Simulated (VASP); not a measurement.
# Ni (Fm-3m) in VASP: single point with PBE

Aim: the single point of Ni with PBE.

Program: VASP 6.6.1. These are calculated values, not measurements. Logs are shortened: lines on timing, memory, paths and dates and some standing lists are left out, and cuts for length are marked.

## 1. The cell of the first run

Symmetry: Fm-3m, No. 225, cubic system. Conventional cell: a = 3.536 Å, b = 3.536 Å, c = 3.536 Å, α = 90.00°, β = 90.00°, γ = 90.00°. Within 3.3 Å of Ni (site symmetry m-3m) lie 12 Ni at 2.50 Å.

## 2. Single point, PBE

INCAR reads:

```
SYSTEM = Ni
PREC = Accurate
ENCUT = 600
EDIFF = 1E-6
ISMEAR = -1
SIGMA = 0.05
LREAL = .FALSE.
LASPH = .TRUE.
NELM = 120
ALGO = Normal
ISIF = 2
LWAVE = .FALSE.
LCHARG = .FALSE.
GGA = PE
ISYM = 0
NBANDS = 17
GGA_COMPAT = .FALSE.
```

KPOINTS reads:

```
Automatic mesh
0
G
  15 9 12
  0 0 0
```

POSCAR reads:

```
Ni
1.0
    0.0000000000     -1.7677500000     -1.7677500000
   -3.5355000000     -1.7677500000     -1.7677500000
    0.0000000000      1.7677500000     -1.7677500000
Ni
2
Direct
    0.0000000000      0.0000000000      0.0000000000
    0.0000000000      0.5000000000      0.5000000000
```

Potentials or basis: VASP PAW PBE potentials, release 64 (Ni).

Run with:

```console
$ cat potpaw_PBE.64/Ni/POTCAR > POTCAR
$ mpirun -np 1 vasp_std > vasp.out
```

OUTCAR:

```text
SYSTEM = Ni
   PREC = Accurate
   ENCUT = 600
   EDIFF = 1E-6
   ISMEAR = -1
   LREAL = .FALSE.
   LASPH = .TRUE.
   NELM = 120
   ISIF = 2
   GGA = PE
   ISYM = 0

 ion  position               nearest neighbor table
   1  0.000  0.000  0.000-   2 2.50   2 2.50   2 2.50   2 2.50   2 2.50   2 2.50   2 2.50   2 2.50

   2  0.000  0.500  0.500-   1 2.50   1 2.50   1 2.50   1 2.50   1 2.50   1 2.50   1 2.50   1 2.50

IMPORTANT INFORMATION: All symmetrisations will be switched off!
NOSYMM: (Re-)initialisation of all symmetry stuff for point group C_1.

----------------------------------------------------------------------------------------

                                     Primitive cell

  volume of cell :      22.0965

  direct lattice vectors                    reciprocal lattice vectors
     0.000000000 -1.767750000 -1.767750000     0.282845425 -0.282845425 -0.282845425
    -3.535500000 -1.767750000 -1.767750000    -0.282845425  0.000000000  0.000000000
     0.000000000  1.767750000 -1.767750000     0.000000000  0.282845425 -0.282845425

  length of vectors
     2.499976025  4.330085493  2.499976025     0.489902647  0.282845425  0.400003836

  position of ions in fractional coordinates (direct lattice)
     0.000000000  0.000000000  0.000000000
     0.000000000  0.500000000  0.500000000

  ion indices of the primitive-cell ions
   primitive index   ion index
                 1           1
                 2           2

----------------------------------------------------------------------------------------

 KPOINTS: Automatic mesh

Automatic generation of k-mesh.
 Grid dimensions read from file:
 generate k-points for:   15    9   12

 Generating k-lattice:

  Cartesian coordinates                     Fractional coordinates (reciprocal lattice)
     0.018856362 -0.018856362 -0.018856362     0.066666667  0.000000000  0.000000000
    -0.031427269  0.000000000  0.000000000     0.000000000  0.111111111  0.000000000
     0.000000000  0.023570452 -0.023570452     0.000000000  0.000000000  0.083333333

  Length of vectors
     0.032660176  0.031427269  0.033333653

  Shift w.r.t. Gamma in fractional coordinates (k-lattice)
     0.000000000  0.000000000  0.000000000

 -----------------------------------------------------------------------------
|                                                                             |
|           W    W    AA    RRRRR   N    N  II  N    N   GGGG   !!!           |
|           W    W   A  A   R    R  NN   N  II  NN   N  G    G  !!!           |
|           W    W  A    A  R    R  N N  N  II  N N  N  G       !!!           |
|           W WW W  AAAAAA  RRRRR   N  N N  II  N  N N  G  GGG   !            |
|           WW  WW  A    A  R   R   N   NN  II  N   NN  G    G                |
|           W    W  A    A  R    R  N    N  II  N    N   GGGG   !!!           |
|                                                                             |
|     Your reciprocal lattice and k-lattice belong to different lattice       |
|     classes:                                                                |
|                                                                             |
|        The reciprocal lattice is simple tetragonal,                         |
|        whereas your k-lattice is simple monoclinic.                         |
|                                                                             |
|     Results are often still useful ...                                      |
|                                                                             |
 -----------------------------------------------------------------------------

 WARNING: IBZKPT: internal override: KBLOWUP is changed to .FALSE.
      ... skipping the blow-up phase ...

 Subroutine IBZKPT returns following result:
 ===========================================

 Found    811 irreducible k-points:

 Following reciprocal coordinates:
            Coordinates               Weight
  0.000000  0.000000  0.000000      1.000000
  0.066667  0.000000  0.000000      2.000000
  0.133333  0.000000  0.000000      2.000000
  0.200000  0.000000  0.000000      2.000000
  0.266667  0.000000  0.000000      2.000000
  0.333333  0.000000  0.000000      2.000000
[... 16 lines left out ...]
 -0.066667  0.111111  0.000000      2.000000
  0.000000  0.222222  0.000000      2.000000
 [... further k-points ...]
   k-points           NKPTS =    811   k-points in BZ     NKDIM =    811   number of bands    NBANDS=     17
   number of dos      NEDOS =    301   number of ions     NIONS =      2
   total plane-waves  NPLWV =  14400
   dimension x,y,z NGX =    20 NGY =   36 NGZ =   20
   dimension x,y,z NGXF=    40 NGYF=   72 NGZF=   40
   ions per type =               2
   NGX,Y,Z   is equivalent  to a cutoff of  13.30, 13.82, 13.30 a.u.
   NGXF,Y,Z  is equivalent  to a cutoff of  26.60, 27.64, 26.60 a.u.
 SYSTEM =  Ni
   PREC   = accura    normal or accurate (medium, high low for compatibility)
   ISTART =      0    job   : 0-new  1-cont  2-samecut
   ICHARG =      2    charge: 1-file 2-atom 10-const
   ISPIN  =      1    spin polarized calculation?
   LNONCOLLINEAR =      F non collinear calculations
   LSORBIT =      F    spin-orbit coupling
   LASPH  =      T    aspherical Exc in radial PAW
   ENCUT  =  600.0 eV  44.10 Ry    6.64 a.u.   4.99  8.65  4.99*2*pi/ulx,y,z
   NELM   =    120;   NELMIN=  2; NELMDL= -5     # of ELM steps
   EDIFF  = 0.1E-05   stopping-criterion for ELM
   LREAL  =      F    real-space projection
   EDIFFG = 0.1E-04   stopping-criterion for IOM
   NSW    =      0    number of steps for IOM
   IBRION =     -1    ionic relax: 0-MD 1-quasi-New 2-CG
   NFREE  =      0    steps in history (QN), initial steepest desc. (CG)
   ISIF   =      2    stress and relaxation
   ISYM   =      0    0-nonsym 1-usesym 2-fastsym
   POTIM  = 0.5000    time-step for ionic-motion
   TEBEG  =    0.0;   TEEND  =   0.0 temperature during run
   PSTRESS=    0.0 pullay stress
   NELECT =      20.0000    total number of electrons
   NUPDOWN=      -1.0000    fix difference up-down
   EMIN   =  10.00;   EMAX   =-10.00  energy-range for DOS
   EFERMI =   0.00;   METHOD = LEGACY
   ISMEAR =    -1;   SIGMA  =   0.05  broadening in eV -4-tet -1-fermi 0-gaus
   EFERMI_NEDOS =   21; number of points for ismear=-14 and -15
   IALGO  =     38    algorithm
   IMIX   =      4    mixing-type and parameters
     AMIX     =   0.40;   BMIX     =  1.00
     AMIX_MAG =   1.60;   BMIX_MAG =  1.00
  volume/ion in A,a.u.               =      11.05        74.56
  Fermi-wavevector in a.u.,A,eV,Ry     =   1.583595  2.992560 34.120303  2.507772
  Thomas-Fermi vector in A             =   2.683341
   LORBIT       =      0    0 simple, 1 ext, 2 COOP (PROOUT), +10 PAW based schemes
   GGA     = PE    functional components
   LHFCALC =     F    Hartree Fock is set to
   AEXX    =    0.0000 exact exchange contribution
   IVDW    =     0    specifies the selected vdW correction
   LEPSILON=     F    determine dielectric tensor
   LRPA    =     F    only Hartree local field effects (RPA)
 non-spin polarized calculation
  energy-cutoff  :      600.00
  volume of cell :       22.10
 maximum number of plane-waves:       756
   NGX =  9   NGY = 17   NGZ =  9

 number of electron      19.9999992 magnetization

 Free energy of the ion-electron system (eV)
  ---------------------------------------------------
  ext. energy  EPLUGINS =         0.00000000
  ---------------------------------------------------
  free energy    TOTEN  =       -10.85309531 eV

  energy without entropy =      -10.79498322  energy(sigma->0) =      -10.82403926

 E-fermi :   8.9683     XC(G=0): -13.1631

 val. band max:        8.9667960566   @ k =  -0.2000   0.4444   0.5000
 cond. band min:       8.9683302623   @ k =  -0.2667  -0.1111   0.3333
 fundamental gap:      0.0015342057
 Fermi energy:         8.9682600562

 k-point     1 :       0.0000    0.0000    0.0000
  band No.  band energies     occupation
      1       0.2388      2.00000
      2       4.7951      2.00000
      3       5.3731      2.00000
      4       7.1636      2.00000
      5       7.1640      2.00000
      6       7.1656      2.00000
[... 9 lines left out ...]
     16      28.7829      0.00000
     17      32.1820      0.00000

 k-point     2 :       0.0667    0.0000    0.0000
  band No.  band energies     occupation
      1       0.4108      2.00000
      2       4.8578      2.00000
      3       5.4280      2.00000
      4       7.1177      2.00000
      5       7.2020      2.00000
      6       7.2040      2.00000
[... 9 lines left out ...]
     16      29.4079      0.00000
     17      32.0729      0.00000

 k-point     3 :       0.1333    0.0000    0.0000
  band No.  band energies     occupation
      1       0.9164      2.00000
      2       5.0359      2.00000
      3       5.5817      2.00000
      4       6.9970      2.00000
      5       7.2944      2.00000
      6       7.2960      2.00000
[... 9 lines left out ...]
     16      29.3871      0.00000
     17      30.0717      0.00000

 k-point     4 :       0.2000    0.0000    0.0000
  band No.  band energies     occupation
      1       1.7186      2.00000
      2       5.2740      2.00000
      3       5.8089      2.00000
      4       6.8570      2.00000
      5       7.3677      2.00000
      6       7.3684      2.00000
[... 9 lines left out ...]
     16      26.0629      0.00000
     17      30.4917      0.00000
[... 343 lines left out ...]
      1       1.4299      2.00000
      2       4.9687      2.00000
      3       5.7306      2.00000
      4       6.8643      2.00000
      5       7.3740      2.00000
      6       7.3844      2.00000
[... 9 lines left out ...]
     16      27.5900      0.00000
     17      30.2921      0.00000

 k-point    23 :      -0.0667    0.1111    0.0000
  band No.  band energies     occupation
      1       0.7563      2.00000
      2       4.8446      2.00000
      3       5.5332      2.00000
      4       7.0055      2.00000
      5       7.2854      2.00000
      6       7.2917      2.00000
[... 9 lines left out ...]
     16      29.5476      0.00000
     17      30.8360      0.00000

 k-point    24 :       0.0000    0.2222    0.0000
  band No.  band energies     occupation
      1       0.8685      2.00000
      2       4.7393      2.00000
      3       5.5675      2.00000
      4       6.9378      2.00000
      5       7.3408      2.00000
      6       7.3426      2.00000
[... 9 lines left out ...]
     16      28.9853      0.00000
     17      31.6072      0.00000

 [... further k-points ...]

------------------------ aborting loop because EDIFF is reached ----------------------------------------

  FORCE on cell =-STRESS in cart. coord.  units (eV):
  Direction    XX          YY          ZZ          XY          YZ          ZX
  --------------------------------------------------------------------------------------
  -------------------------------------------------------------------------------------
  Total       -0.5261681     -0.5424637     -0.5424629     -0.0015469     -0.0027142     -0.0015471
  in kB      -38.1515831    -39.3331511    -39.3330950     -0.1121601     -0.1968045     -0.1121801
  external PRESSURE =     -38.9392764 kB  Pullay stress =       0.0000000 kB

 VOLUME and BASIS-vectors are now :
 -----------------------------------------------------------------------------
  energy-cutoff  :      600.00
  volume of cell :       22.10
      direct lattice vectors                 reciprocal lattice vectors
     0.000000000 -1.767750000 -1.767750000     0.282845425 -0.282845425 -0.282845425
    -3.535500000 -1.767750000 -1.767750000    -0.282845425  0.000000000  0.000000000
     0.000000000  1.767750000 -1.767750000     0.000000000  0.282845425 -0.282845425

 POSITION                                       TOTAL-FORCE (eV/Angst)
 -----------------------------------------------------------------------------------
      0.00000      0.00000      0.00000         0.000001     -0.000000      0.000000
     -1.76775      0.00000     -1.76775        -0.000001      0.000000     -0.000000
 -----------------------------------------------------------------------------------
    total drift:                               -0.000000      0.000000      0.000001

  FREE ENERGIE OF THE ION-ELECTRON SYSTEM (eV)
  ---------------------------------------------------
  free  energy   TOTEN  =       -10.8530953145 eV

  energy  without entropy=      -10.7949832151  energy(sigma->0) =      -10.82403926
```

Wall time 4.2 min (1 thread of Oxide Virtual Turin-like, shared host); peak memory 0.37 GiB.

Results:

| Item | Value |
| --- | --- |
| Free energy | -10.8531 eV |
| Pressure | -3.9 GPa |
| Band gap on the k mesh | zero (bands 10 and 11 overlap by 0.62 eV) |

Caveat: the cell stands under tension; the run has no spin polarisation, though such a crystal can be magnetic.
